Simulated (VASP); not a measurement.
# RbCaH3 (Pm-3m) in VASP: a series of runs

The runs below take RbCaH3 through single point, with LDA.

Program: VASP 6.6.1. These are calculated values, not measurements. Logs are shortened: lines on timing, memory, paths and dates and some standing lists are left out, and cuts for length are marked.

## (1) The cell of the first run

Symmetry: Pm-3m, No. 221, cubic system. The conventional cell has a = 4.547 Å, b = 4.547 Å, c = 4.547 Å, α = 90.00°, β = 90.00°, γ = 90.00°. Rb (site symmetry m-3m) has 12 H at 3.22 Å and 8 Ca at 3.94 Å within 4.2 Å. Within 3.0 Å of Ca (site symmetry m-3m) lie 6 H at 2.27 Å. Within 3.0 Å of H (site symmetry 4/mmm) lie 2 Ca at 2.27 Å.

## (2) Single point, LDA

INCAR

```
SYSTEM = RbCaH3
  PREC = Accurate
  ENCUT = 520
  EDIFF = 1E-6
  ISMEAR = 0
  SIGMA = 0.01
  LREAL = .False.
  LASPH = .True.
  NELM = 100
  ALGO = Normal
  ISIF = 2
  LWAVE = .False.
  LCHARG = .True.
  GGA = CA
  LELF = .True.
  LVHAR = .True.
  NBANDS = 19
```

KPOINTS

```
regular mesh
0
Gamma
  4 4 4
  0 0 0
```

POSCAR

```
RbCaH3
1.0
    4.5470000000      0.0000000000      0.0000000000
    0.0000000000      4.5470000000      0.0000000000
    0.0000000000      0.0000000000      4.5470000000
Rb Ca H
1 1 3
Direct
    0.0000000000      0.0000000000      0.0000000000
    0.5000000000      0.5000000000      0.5000000000
    0.0000000000      0.5000000000      0.5000000000
    0.5000000000      0.0000000000      0.5000000000
    0.5000000000      0.5000000000      0.0000000000
```

Potentials or basis: VASP PAW LDA potentials, release 64 (Rb_sv, Ca_sv, H).

Command:

```
$ cat potpaw_LDA.64/Rb_sv/POTCAR potpaw_LDA.64/Ca_sv/POTCAR potpaw_LDA.64/H/POTCAR > POTCAR
$ mpirun -np 1 vasp_std > vasp.out
```

OUTCAR:

```text
SYSTEM = RbCaH3
   PREC = Accurate
   ENCUT = 520
   EDIFF = 1E-6
   ISMEAR = 0
   LREAL = .False.
   LASPH = .True.
   NELM = 100
   ISIF = 2
   GGA = CA

 ion  position               nearest neighbor table
   1  0.000  0.000  0.000-   3 3.22   4 3.22   5 3.22   3 3.22   4 3.22   3 3.22   5 3.22   3 3.22
                             4 3.22   5 3.22   4 3.22   5 3.22   2 3.94   2 3.94   2 3.94   2 3.94
   2  0.500  0.500  0.500-   1 3.94   1 3.94   1 3.94   1 3.94   1 3.94   1 3.94   1 3.94   1 3.94

   3  0.000  0.500  0.500-   1 3.22   1 3.22   1 3.22   1 3.22
   4  0.500  0.000  0.500-   1 3.22   1 3.22   1 3.22   1 3.22
   5  0.500  0.500  0.000-   1 3.22   1 3.22   1 3.22   1 3.22

  LATTYP: Found a simple cubic cell.
 ALAT       =     4.5470000000

  Lattice vectors:

 A1 = (   4.5470000000,   0.0000000000,   0.0000000000)
 A2 = (   0.0000000000,   4.5470000000,   0.0000000000)
 A3 = (   0.0000000000,   0.0000000000,   4.5470000000)

Analysis of symmetry for initial positions (statically):
=====================================================================
 Subroutine PRICEL returns:
 Original cell was already a primitive cell.

 Routine SETGRP: Setting up the symmetry group for a
 simple cubic supercell.

 Subroutine GETGRP returns: Found 48 space group operations
 (whereof 48 operations were pure point group operations)
 out of a pool of 48 trial point group operations.

The static configuration has the point symmetry O_h .

Analysis of symmetry for dynamics (positions and initial velocities):
=====================================================================
 Subroutine PRICEL returns:
 Original cell was already a primitive cell.

 Routine SETGRP: Setting up the symmetry group for a
 simple cubic supercell.

 Subroutine GETGRP returns: Found 48 space group operations
 (whereof 48 operations were pure point group operations)
 out of a pool of 48 trial point group operations.

The dynamic configuration has the point symmetry O_h .

 Subroutine INISYM returns: Found 48 space group operations
 (whereof 48 operations are pure point group operations),
 and found     1 'primitive' translations

----------------------------------------------------------------------------------------

                                     Primitive cell

  volume of cell :      94.0102

  direct lattice vectors                    reciprocal lattice vectors
     4.547000000  0.000000000  0.000000000     0.219925225  0.000000000  0.000000000
     0.000000000  4.547000000  0.000000000     0.000000000  0.219925225  0.000000000
     0.000000000  0.000000000  4.547000000     0.000000000  0.000000000  0.219925225

  length of vectors
     4.547000000  4.547000000  4.547000000     0.219925225  0.219925225  0.219925225

  position of ions in fractional coordinates (direct lattice)
     0.000000000  0.000000000  0.000000000
     0.500000000  0.500000000  0.500000000
     0.000000000  0.500000000  0.500000000
     0.500000000  0.000000000  0.500000000
     0.500000000  0.500000000  0.000000000

  ion indices of the primitive-cell ions
   primitive index   ion index
                 1           1
                 2           2
                 3           3
                 4           4
                 5           5

----------------------------------------------------------------------------------------

 KPOINTS: regular mesh

Automatic generation of k-mesh.
 Grid dimensions read from file:
 generate k-points for:    4    4    4

 Generating k-lattice:

  Cartesian coordinates                     Fractional coordinates (reciprocal lattice)
     0.054981306  0.000000000  0.000000000     0.250000000  0.000000000  0.000000000
     0.000000000  0.054981306  0.000000000     0.000000000  0.250000000  0.000000000
     0.000000000  0.000000000  0.054981306     0.000000000  0.000000000  0.250000000

  Length of vectors
     0.054981306  0.054981306  0.054981306

  Shift w.r.t. Gamma in fractional coordinates (k-lattice)
     0.000000000  0.000000000  0.000000000

 Subroutine IBZKPT returns following result:
 ===========================================

 Found     10 irreducible k-points:

 Following reciprocal coordinates:
            Coordinates               Weight
  0.000000  0.000000  0.000000      1.000000
  0.250000  0.000000  0.000000      6.000000
  0.500000  0.000000  0.000000      3.000000
  0.250000  0.250000  0.000000     12.000000
  0.500000  0.250000  0.000000     12.000000
  0.500000  0.500000  0.000000      3.000000
  0.250000  0.250000  0.250000      8.000000
  0.500000  0.250000  0.250000     12.000000
  0.500000  0.500000  0.250000      6.000000
  0.500000  0.500000  0.500000      1.000000
   k-points           NKPTS =     10   k-points in BZ     NKDIM =     10   number of bands    NBANDS=     19
   number of dos      NEDOS =    301   number of ions     NIONS =      5
   total plane-waves  NPLWV =  46656
   dimension x,y,z NGX =    36 NGY =   36 NGZ =   36
   dimension x,y,z NGXF=    72 NGYF=   72 NGZF=   72
   ions per type =               1   1   3
   NGX,Y,Z   is equivalent  to a cutoff of  13.16, 13.16, 13.16 a.u.
   NGXF,Y,Z  is equivalent  to a cutoff of  26.32, 26.32, 26.32 a.u.
 SYSTEM =  RbCaH3
   PREC   = accura    normal or accurate (medium, high low for compatibility)
   ISTART =      0    job   : 0-new  1-cont  2-samecut
   ICHARG =      2    charge: 1-file 2-atom 10-const
   ISPIN  =      1    spin polarized calculation?
   LNONCOLLINEAR =      F non collinear calculations
   LSORBIT =      F    spin-orbit coupling
   LASPH  =      T    aspherical Exc in radial PAW
   ENCUT  =  520.0 eV  38.22 Ry    6.18 a.u.   8.45  8.45  8.45*2*pi/ulx,y,z
   NELM   =    100;   NELMIN=  2; NELMDL= -5     # of ELM steps
   EDIFF  = 0.1E-05   stopping-criterion for ELM
   LREAL  =      F    real-space projection
   EDIFFG = 0.1E-04   stopping-criterion for IOM
   NSW    =      0    number of steps for IOM
   IBRION =     -1    ionic relax: 0-MD 1-quasi-New 2-CG
   NFREE  =      0    steps in history (QN), initial steepest desc. (CG)
   ISIF   =      2    stress and relaxation
   ISYM   =      2    0-nonsym 1-usesym 2-fastsym
   POTIM  = 0.5000    time-step for ionic-motion
   TEBEG  =    0.0;   TEEND  =   0.0 temperature during run
   PSTRESS=    0.0 pullay stress
   NELECT =      22.0000    total number of electrons
   NUPDOWN=      -1.0000    fix difference up-down
   EMIN   =  10.00;   EMAX   =-10.00  energy-range for DOS
   EFERMI =   0.00;   METHOD = LEGACY
   ISMEAR =     0;   SIGMA  =   0.01  broadening in eV -4-tet -1-fermi 0-gaus
   EFERMI_NEDOS =   21; number of points for ismear=-14 and -15
   IALGO  =     38    algorithm
   IMIX   =      4    mixing-type and parameters
     AMIX     =   0.40;   BMIX     =  1.00
     AMIX_MAG =   1.60;   BMIX_MAG =  1.00
  volume/ion in A,a.u.               =      18.80       126.88
  Fermi-wavevector in a.u.,A,eV,Ry     =   1.008844  1.906439 13.847556  1.017767
  Thomas-Fermi vector in A             =   2.141736
   LORBIT       =      0    0 simple, 1 ext, 2 COOP (PROOUT), +10 PAW based schemes
   GGA     = CA    functional components
   LHFCALC =     F    Hartree Fock is set to
   AEXX    =    0.0000 exact exchange contribution
   IVDW    =     0    specifies the selected vdW correction
   LEPSILON=     F    determine dielectric tensor
   LRPA    =     F    only Hartree local field effects (RPA)
 non-spin polarized calculation
 Gauss-broadening in eV      SIGMA  =   0.01
  energy-cutoff  :      520.00
  volume of cell :       94.01
 maximum number of plane-waves:      2560
 NGX is ok and might be reduce to    36
   NGX = 17   NGY = 17   NGZ = 17

 number of electron      22.0000000 magnetization

 Free energy of the ion-electron system (eV)
  ---------------------------------------------------
  ext. energy  EPLUGINS =         0.00000000
  ---------------------------------------------------
  free energy    TOTEN  =       -15.81093296 eV

  energy without entropy =      -15.81093296  energy(sigma->0) =      -15.81093296

 E-fermi :  -1.3493     XC(G=0):  -8.2005

 val. band max:       -1.4372173804   @ k =   0.5000   0.5000   0.0000
 cond. band min:       1.4867868540   @ k =   0.5000   0.5000   0.0000
 fundamental gap:      2.9240042344
 Fermi energy:        -1.3492625553

 k-point     1 :       0.0000    0.0000    0.0000
  band No.  band energies     occupation
      1     -39.5580      2.00000
      2     -26.6197      2.00000
      3     -20.8742      2.00000
      4     -20.8742      2.00000
      5     -20.8742      2.00000
      6     -10.7451      2.00000
[... 11 lines left out ...]
     18       5.8403      0.00000
     19       5.8403      0.00000

 k-point     2 :       0.2500    0.0000    0.0000
  band No.  band energies     occupation
      1     -39.5575      2.00000
      2     -26.6168      2.00000
      3     -20.8895      2.00000
      4     -20.8733      2.00000
      5     -20.8733      2.00000
      6     -10.8501      2.00000
[... 11 lines left out ...]
     18       5.2471      0.00000
     19       6.6627      0.00000

 k-point     3 :       0.5000    0.0000    0.0000
  band No.  band energies     occupation
      1     -39.5571      2.00000
      2     -26.6138      2.00000
      3     -20.9047      2.00000
      4     -20.8725      2.00000
      5     -20.8725      2.00000
      6     -10.9500      2.00000
[... 11 lines left out ...]
     18       4.8332      0.00000
     19       4.9737      0.00000

 k-point     4 :       0.2500    0.2500    0.0000
  band No.  band energies     occupation
      1     -39.5571      2.00000
      2     -26.6136      2.00000
      3     -20.8894      2.00000
      4     -20.8887      2.00000
      5     -20.8725      2.00000
      6     -10.8437      2.00000
[... 99 lines left out ...]
     18       6.2931      0.00000
     19       6.5556      0.00000

 k-point     9 :       0.5000    0.5000    0.2500
  band No.  band energies     occupation
      1     -39.5556      2.00000
      2     -26.6043      2.00000
      3     -20.9035      2.00000
      4     -20.9035      2.00000
      5     -20.8867      2.00000
      6     -10.8847      2.00000
[... 11 lines left out ...]
     18       7.0097      0.00000
     19       7.5458      0.00000

 k-point    10 :       0.5000    0.5000    0.5000
  band No.  band energies     occupation
      1     -39.5551      2.00000
      2     -26.6013      2.00000
      3     -20.9024      2.00000
      4     -20.9024      2.00000
      5     -20.9024      2.00000
      6     -10.8718      2.00000
[... 11 lines left out ...]
     18       7.4955      0.00000
     19       8.0541      0.00000

------------------------ aborting loop because EDIFF is reached ----------------------------------------

  FORCE on cell =-STRESS in cart. coord.  units (eV):
  Direction    XX          YY          ZZ          XY          YZ          ZX
  --------------------------------------------------------------------------------------
  -------------------------------------------------------------------------------------
  Total       -1.3995699     -1.3995699     -1.3995699      0.0000000      0.0000000     -0.0000000
  in kB      -23.8523026    -23.8523026    -23.8523026      0.0000000      0.0000000     -0.0000000
  external PRESSURE =     -23.8523026 kB  Pullay stress =       0.0000000 kB

 VOLUME and BASIS-vectors are now :
 -----------------------------------------------------------------------------
  energy-cutoff  :      520.00
  volume of cell :       94.01
      direct lattice vectors                 reciprocal lattice vectors
     4.547000000  0.000000000  0.000000000     0.219925225  0.000000000  0.000000000
     0.000000000  4.547000000  0.000000000     0.000000000  0.219925225  0.000000000
     0.000000000  0.000000000  4.547000000     0.000000000  0.000000000  0.219925225

 POSITION                                       TOTAL-FORCE (eV/Angst)
 -----------------------------------------------------------------------------------
      0.00000      0.00000      0.00000         0.000000      0.000000      0.000000
      2.27350      2.27350      2.27350         0.000000      0.000000      0.000000
      0.00000      2.27350      2.27350         0.000000      0.000000      0.000000
      2.27350      0.00000      2.27350         0.000000      0.000000      0.000000
      2.27350      2.27350      0.00000         0.000000      0.000000      0.000000
 -----------------------------------------------------------------------------------
    total drift:                                0.000000      0.000000      0.000000

  FREE ENERGIE OF THE ION-ELECTRON SYSTEM (eV)
  ---------------------------------------------------
  free  energy   TOTEN  =       -15.8109329579 eV

  energy  without entropy=      -15.8109329579  energy(sigma->0) =      -15.81093296
```

It took 14 s on 1 thread of Intel Xeon Platinum 8259CL at 2.50GHz (Skylake/Cascade Lake), shared host; peak memory 0.18 GiB.

What came out:

| Quantity | Value |
| --- | --- |
| Free energy | -15.8109 eV |
| Pressure | -2.4 GPa |
| Band gap on the k mesh | 2.92 eV, direct |

Levels at points of the mesh, in eV from the valence-band top:
```csv
k point,band 8,band 9,band 10,band 11,band 12,band 13,band 14,band 15
"(0.00, 0.00, 0.00)",-9.31,-2.81,-0.38,-0.38,5.89,5.89,5.89,7.22
"(0.50, 0.00, 0.00)",-9.30,-1.52,-0.73,-0.13,5.41,5.41,5.67,6.02
"(0.50, 0.50, 0.00)",-9.28,-1.17,0.00,0.00,2.92,4.82,4.82,5.58
"(0.50, 0.50, 0.50)",-9.43,-0.20,-0.20,-0.20,4.21,4.21,4.21,5.48
```

A k mesh can miss the band edges. Expect the measured gap to be larger: semilocal functionals such as LDA lack the derivative discontinuity.

## (3) Single point, LDA

INCAR

```
  PREC = Accurate
  ENCUT = 520
  EDIFF = 1E-6
  ISMEAR = 0
  SIGMA = 0.01
  LREAL = F
  LASPH = T
  NELM = 100
  ALGO = Normal
  ISIF = 2
  LWAVE = F
  LCHARG = F
  NBANDS = 19
```

KPOINTS

```
Automatic mesh
0
Gamma
  4 4 4
```

POSCAR is that of step 2.

Potentials or basis: VASP PAW LDA potentials, release 64 (Rb_sv, Ca_sv, H).

Command:

```
$ cat potpaw_LDA.64/Rb_sv/POTCAR potpaw_LDA.64/Ca_sv/POTCAR potpaw_LDA.64/H/POTCAR > POTCAR
$ mpirun -np 1 vasp_std > vasp.out
```

Run time: 13 s. Hardware: 1 thread of Intel Xeon Platinum 8259CL at 2.50GHz (Skylake/Cascade Lake), shared host; peak memory 0.18 GiB.

It converged, with:

- Free energy: -15.8109 eV
- Pressure: -2.4 GPa
- Band gap on the k mesh: 2.92 eV, direct

Levels at points of the mesh, in eV from the valence-band top:
```csv
k point,band 8,band 9,band 10,band 11,band 12,band 13,band 14,band 15
"(0.00, 0.00, 0.00)",-9.31,-2.81,-0.38,-0.38,5.89,5.89,5.89,7.22
"(0.50, 0.00, 0.00)",-9.30,-1.52,-0.73,-0.13,5.41,5.41,5.67,6.02
"(0.50, 0.50, 0.00)",-9.28,-1.17,0.00,0.00,2.92,4.82,4.82,5.58
"(0.50, 0.50, 0.50)",-9.43,-0.20,-0.20,-0.20,4.21,4.21,4.21,5.48
```
